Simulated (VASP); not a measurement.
# Sr (C2/c) in VASP: single point with r2SCAN

Aim: the single point of Sr with r2SCAN.

Program: VASP 6.6.1. These are calculated values, not measurements. Logs are shortened: lines on timing, memory, paths and dates and some standing lists are left out, and cuts for length are marked.

### Step 1. The cell of the first run

The structure is monoclinic, space group C2/c (No. 15). Conventional cell: a = 4.039 Å, b = 10.515 Å, c = 5.625 Å, α = 90.00°, β = 110.94°, γ = 90.00°. Sr (site symmetry 2) has 10 Sr at 3.85 to 4.80 Å within 5.1 Å.

### Step 2. Single point, r2SCAN

POSCAR

```
Sr
1.0
   -3.7163089849      3.7188832270      2.0197053851
    3.7188832270     -3.7163089849      2.0197053851
    3.7138196194      3.7138196194     -2.0149906559
Sr
2
Direct
    0.0000822271      0.9999177729      1.0000000000
    0.7499177729      0.2500822271      0.5000000000
```

INCAR.step1

```
SYSTEM = Sr
PREC     = Accurate       ! precision mode
ENCUT    = 520            ! plane-wave cutoff, eV
ISMEAR   = -1             ! smearing method
SIGMA    = 0.1            ! smearing width, eV
LREAL    = .FALSE.        ! projectors in reciprocal space
LASPH    = .TRUE.         ! aspherical terms in the spheres
NELM     = 100            ! most SCF steps
NBANDS   = 17             ! bands
GGA      = PE             ! functional
ALGO     = Normal         ! electronic algorithm
EDIFF    = 1E-4           ! SCF threshold, eV
LWAVE    = .TRUE.         ! write WAVECAR
LCHARG   = .FALSE.        ! write CHGCAR
KPAR     = 4
```

INCAR.step2

```
SYSTEM = Sr
PREC     = Accurate       ! precision mode
ENCUT    = 520            ! plane-wave cutoff, eV
EDIFF    = 1E-7           ! SCF threshold, eV
ISMEAR   = -1             ! smearing method
SIGMA    = 0.1            ! smearing width, eV
LREAL    = .FALSE.        ! projectors in reciprocal space
LASPH    = .TRUE.         ! aspherical terms in the spheres
NELM     = 100            ! most SCF steps
ALGO     = Normal         ! electronic algorithm
ISIF     = 2              ! what is computed and relaxed
LWAVE    = .FALSE.        ! write WAVECAR
LCHARG   = .TRUE.         ! write CHGCAR
METAGGA  = R2SCAN         ! meta-GGA
LMIXTAU  = .TRUE.       
LVHAR    = .TRUE.       
NBANDS   = 17             ! bands
ISTART   = 1            
KPAR     = 4
```

KPOINTS

```
Automatic mesh
0
G
  15 15 10
  0 0 0
```

Potentials or basis: VASP PAW PBE potentials, release 64 (Sr_sv).

Command:

```sh
$ cat potpaw_PBE.64/Sr_sv/POTCAR > POTCAR
$ cp INCAR.step1 INCAR
$ mpirun -np 4 vasp_std > vasp.out
$ cp INCAR.step2 INCAR
$ mpirun -np 4 vasp_std > vasp.out
```

OUTCAR:

```text
SYSTEM = Sr
   PREC = Accurate
   ENCUT = 520
   EDIFF = 1E-7
   ISMEAR = -1
   LREAL = .FALSE.
   LASPH = .TRUE.
   NELM = 100
   ISIF = 2
   METAGGA = R2SCAN
   ISTART = 1

 ion  position               nearest neighbor table
   1  0.000  1.000  0.000-   2 3.85   2 3.85   2 3.85   2 3.85   2 4.79   2 4.79   2 4.80   2 4.80

   2  0.750  0.250  0.500-   1 3.85   1 3.85   1 3.85   1 3.85   1 4.79   1 4.79   1 4.80   1 4.80

  LATTYP: Found a base centered monoclinic cell.
 ALAT       =     4.0394124107
 B/A-ratio  =     2.6030889139
 C/A-ratio  =     1.3926277297
 COS(beta)  =    -0.3573536373

  Lattice vectors:

 A1 = (  -3.7163089849,   3.7188832270,   2.0197053851)
 A2 = (   3.7188832270,  -3.7163089849,   2.0197053851)
 A3 = (   3.7138196194,   3.7138196194,  -2.0149906559)

Analysis of symmetry for initial positions (statically):
=====================================================================
 Subroutine PRICEL returns:
 Original cell was already a primitive cell.

 Routine SETGRP: Setting up the symmetry group for a
 base centered monoclinic supercell.

 Subroutine GETGRP returns: Found  4 space group operations
 (whereof  2 operations were pure point group operations)
 out of a pool of  4 trial point group operations.

The static configuration has the point symmetry C_2 .
 The point group associated with its full space group is C_2h.

Analysis of symmetry for dynamics (positions and initial velocities):
=====================================================================
 Subroutine PRICEL returns:
 Original cell was already a primitive cell.

 Routine SETGRP: Setting up the symmetry group for a
 base centered monoclinic supercell.

 Subroutine GETGRP returns: Found  4 space group operations
 (whereof  2 operations were pure point group operations)
 out of a pool of  4 trial point group operations.

The dynamic configuration has the point symmetry C_2 .
 The point group associated with its full space group is C_2h.

 Subroutine INISYM returns: Found  4 space group operations
 (whereof  2 operations are pure point group operations),
 and found     1 'primitive' translations

----------------------------------------------------------------------------------------

                                     Primitive cell

  volume of cell :     111.5787

  direct lattice vectors                    reciprocal lattice vectors
    -3.716308985  3.718883227  2.019705385    -0.000111971  0.134383543  0.247475290
     3.718883227 -3.716308985  2.019705385     0.134383543 -0.000111971  0.247475290
     3.713819619  3.713819619 -2.014990656     0.134585744  0.134585744 -0.000171538

  length of vectors
     5.632073754  5.632073754  5.625397735     0.281607827  0.281607827  0.190333062

  position of ions in fractional coordinates (direct lattice)
     0.000082227  0.999917773  0.000000000
     0.749917773  0.250082227  0.500000000

  ion indices of the primitive-cell ions
   primitive index   ion index
                 1           1
                 2           2

----------------------------------------------------------------------------------------

 KPOINTS: Automatic mesh

Automatic generation of k-mesh.
 Grid dimensions read from file:
 generate k-points for:   15   15   10

 Generating k-lattice:

  Cartesian coordinates                     Fractional coordinates (reciprocal lattice)
    -0.000007465  0.008958903  0.016498353     0.066666667  0.000000000  0.000000000
     0.008958903 -0.000007465  0.016498353     0.000000000  0.066666667  0.000000000
     0.013458574  0.013458574 -0.000017154    -0.000000000 -0.000000000  0.100000000

  Length of vectors
     0.018773855  0.018773855  0.019033306

  Shift w.r.t. Gamma in fractional coordinates (k-lattice)
     0.000000000  0.000000000  0.000000000

 Subroutine IBZKPT returns following result:
 ===========================================

 Found    608 irreducible k-points:

 Following reciprocal coordinates:
            Coordinates               Weight
  0.000000  0.000000  0.000000      1.000000
  0.066667  0.000000  0.000000      4.000000
  0.133333  0.000000 -0.000000      4.000000
  0.200000  0.000000  0.000000      4.000000
  0.266667  0.000000 -0.000000      4.000000
  0.333333  0.000000  0.000000      4.000000
[... 16 lines left out ...]
  0.133333  0.133333 -0.000000      2.000000
  0.200000  0.133333  0.000000      4.000000
 [... further k-points ...]
   k-points           NKPTS =    608   k-points in BZ     NKDIM =    608   number of bands    NBANDS=     17
   number of dos      NEDOS =    301   number of ions     NIONS =      2
   total plane-waves  NPLWV =  74088
   dimension x,y,z NGX =    42 NGY =   42 NGZ =   42
   dimension x,y,z NGXF=    84 NGYF=   84 NGZF=   84
   ions per type =               2
   NGX,Y,Z   is equivalent  to a cutoff of  12.40, 12.40, 12.41 a.u.
   NGXF,Y,Z  is equivalent  to a cutoff of  24.79, 24.79, 24.82 a.u.
 SYSTEM =  Sr
   PREC   = accura    normal or accurate (medium, high low for compatibility)
   ISTART =      1    job   : 0-new  1-cont  2-samecut
   ICHARG =      0    charge: 1-file 2-atom 10-const
   ISPIN  =      1    spin polarized calculation?
   LNONCOLLINEAR =      F non collinear calculations
   LSORBIT =      F    spin-orbit coupling
   LASPH  =      T    aspherical Exc in radial PAW
   ENCUT  =  520.0 eV  38.22 Ry    6.18 a.u.  10.47 10.47 10.46*2*pi/ulx,y,z
   NELM   =    100;   NELMIN=  2; NELMDL=  0     # of ELM steps
   EDIFF  = 0.1E-06   stopping-criterion for ELM
   LREAL  =      F    real-space projection
   EDIFFG = 0.1E-05   stopping-criterion for IOM
   NSW    =      0    number of steps for IOM
   IBRION =     -1    ionic relax: 0-MD 1-quasi-New 2-CG
   NFREE  =      0    steps in history (QN), initial steepest desc. (CG)
   ISIF   =      2    stress and relaxation
   ISYM   =      2    0-nonsym 1-usesym 2-fastsym
   POTIM  = 0.5000    time-step for ionic-motion
   TEBEG  =    0.0;   TEEND  =   0.0 temperature during run
   PSTRESS=    0.0 pullay stress
   NELECT =      20.0000    total number of electrons
   NUPDOWN=      -1.0000    fix difference up-down
   EMIN   =  10.00;   EMAX   =-10.00  energy-range for DOS
   EFERMI =   0.00;   METHOD = LEGACY
   ISMEAR =    -1;   SIGMA  =   0.10  broadening in eV -4-tet -1-fermi 0-gaus
   EFERMI_NEDOS =   21; number of points for ismear=-14 and -15
   IALGO  =     38    algorithm
   IMIX   =      4    mixing-type and parameters
     AMIX     =   0.40;   BMIX     =  1.00
     AMIX_MAG =   1.60;   BMIX_MAG =  1.00
  volume/ion in A,a.u.               =      55.79       376.48
  Fermi-wavevector in a.u.,A,eV,Ry     =   0.923048  1.744308 11.592412  0.852018
  Thomas-Fermi vector in A             =   2.048642
   LORBIT       =      0    0 simple, 1 ext, 2 COOP (PROOUT), +10 PAW based schemes
   METAGGA = R2SCAN    functional components
   LHFCALC =     F    Hartree Fock is set to
   AEXX    =    0.0000 exact exchange contribution
   IVDW    =     0    specifies the selected vdW correction
   LEPSILON=     F    determine dielectric tensor
   LRPA    =     F    only Hartree local field effects (RPA)
 non-spin polarized calculation
  energy-cutoff  :      520.00
  volume of cell :      111.58
 maximum number of plane-waves:      3035
 NGX is ok and might be reduce to    42
   NGX = 21   NGY = 21   NGZ = 21

 number of electron      20.0000000 magnetization

 Free energy of the ion-electron system (eV)
  ---------------------------------------------------
  ext. energy  EPLUGINS =         0.00000000
  ---------------------------------------------------
  free energy    TOTEN  =       -29.75706398 eV

  energy without entropy =      -29.65963033  energy(sigma->0) =      -29.70834715

 E-fermi :   1.4267     XC(G=0):  -7.7115

 val. band max:        1.4258451480   @ k =  -0.2667   0.2000   0.3000
 cond. band min:       1.4278167636   @ k =   0.4000   0.0667   0.5000
 fundamental gap:      0.0019716156
 Fermi energy:         1.4267494273

 k-point     1 :       0.0000    0.0000    0.0000
  band No.  band energies     occupation
      1     -36.7188      2.00000
      2     -36.6812      2.00000
      3     -18.1817      2.00000
      4     -18.1812      2.00000
      5     -17.9681      2.00000
      6     -17.9652      2.00000
[... 9 lines left out ...]
     16       5.3235      0.00000
     17       5.3319      0.00000

 k-point     2 :       0.0667    0.0000    0.0000
  band No.  band energies     occupation
      1     -36.7180      2.00000
      2     -36.6811      2.00000
      3     -18.1807      2.00000
      4     -18.1778      2.00000
      5     -17.9771      2.00000
      6     -17.9733      2.00000
[... 9 lines left out ...]
     16       5.0373      0.00000
     17       5.0569      0.00000

 k-point     3 :       0.1333    0.0000   -0.0000
  band No.  band energies     occupation
      1     -36.7157      2.00000
      2     -36.6809      2.00000
      3     -18.1787      2.00000
      4     -18.1676      2.00000
      5     -18.0008      2.00000
      6     -17.9954      2.00000
[... 9 lines left out ...]
     16       4.7099      0.00000
     17       4.8300      0.00000

 k-point     4 :       0.2000    0.0000    0.0000
  band No.  band energies     occupation
      1     -36.7124      2.00000
      2     -36.6806      2.00000
      3     -18.1757      2.00000
      4     -18.1533      2.00000
      5     -18.0353      2.00000
      6     -18.0249      2.00000
[... 9 lines left out ...]
     16       4.4029      0.00000
     17       4.5970      0.00000
[... 343 lines left out ...]
      1     -36.7184      2.00000
      2     -36.6816      2.00000
      3     -18.1796      2.00000
      4     -18.1791      2.00000
      5     -17.9725      2.00000
      6     -17.9649      2.00000
[... 9 lines left out ...]
     16       5.3550      0.00000
     17       5.3602      0.00000

 k-point    23 :       0.1333    0.1333   -0.0000
  band No.  band energies     occupation
      1     -36.7096      2.00000
      2     -36.6793      2.00000
      3     -18.1632      2.00000
      4     -18.1597      2.00000
      5     -18.0663      2.00000
      6     -18.0617      2.00000
[... 9 lines left out ...]
     16       4.1927      0.00000
     17       4.2634      0.00000

 k-point    24 :       0.2000    0.1333    0.0000
  band No.  band energies     occupation
      1     -36.7057      2.00000
      2     -36.6791      2.00000
      3     -18.1638      2.00000
      4     -18.1515      2.00000
      5     -18.0975      2.00000
      6     -18.0900      2.00000
[... 9 lines left out ...]
     16       4.2827      0.00000
     17       4.6008      0.00000

 [... further k-points ...]

------------------------ aborting loop because EDIFF is reached ----------------------------------------

  FORCE on cell =-STRESS in cart. coord.  units (eV):
  Direction    XX          YY          ZZ          XY          YZ          ZX
  --------------------------------------------------------------------------------------
  -------------------------------------------------------------------------------------
  Total        0.0130496      0.0130496     -0.0111589     -0.0034609      0.0016357      0.0016357
  in kB        0.1873809      0.1873809     -0.1602332     -0.0496962      0.0234879      0.0234878
  external PRESSURE =       0.0715095 kB  Pullay stress =       0.0000000 kB

 VOLUME and BASIS-vectors are now :
 -----------------------------------------------------------------------------
  energy-cutoff  :      520.00
  volume of cell :      111.58
      direct lattice vectors                 reciprocal lattice vectors
    -3.716308985  3.718883227  2.019705385    -0.000111971  0.134383543  0.247475290
     3.718883227 -3.716308985  2.019705385     0.134383543 -0.000111971  0.247475290
     3.713819619  3.713819619 -2.014990656     0.134585744  0.134585744 -0.000171538

 POSITION                                       TOTAL-FORCE (eV/Angst)
 -----------------------------------------------------------------------------------
      3.71827     -3.71570      2.01971         0.000578     -0.000578      0.000000
      0.00001      3.71638      1.01221        -0.000578      0.000578     -0.000000
 -----------------------------------------------------------------------------------
    total drift:                                0.000000     -0.000000     -0.000000

  FREE ENERGIE OF THE ION-ELECTRON SYSTEM (eV)
  ---------------------------------------------------
  free  energy   TOTEN  =       -29.7570639810 eV

  energy  without entropy=      -29.6596303262  energy(sigma->0) =      -29.70834715
```

It took 8.7 min on 4 MPI ranks of Intel Xeon 6975P-C (Granite Rapids), shared host; peak memory 1 GiB.

What came out:

* Free energy: -29.7571 eV
* Pressure: 0.0 GPa
* Band gap on the k mesh: zero (bands 10 and 11 overlap by 0.69 eV)

Levels at points of the mesh, in eV from the Fermi level:
```tsv
k point	band 7	band 8	band 9	band 10	band 11	band 12	band 13	band 14
(0.00, 0.00, 0.00)	-19.38	-19.38	-3.60	-0.34	0.92	1.40	2.02	2.78
(0.00, 0.00, 0.50)	-19.38	-19.38	-1.93	-1.93	1.29	1.29	1.83	1.83
```

Caveat: the PAW data sets were made with another functional, which shifts forces and pressure a little.
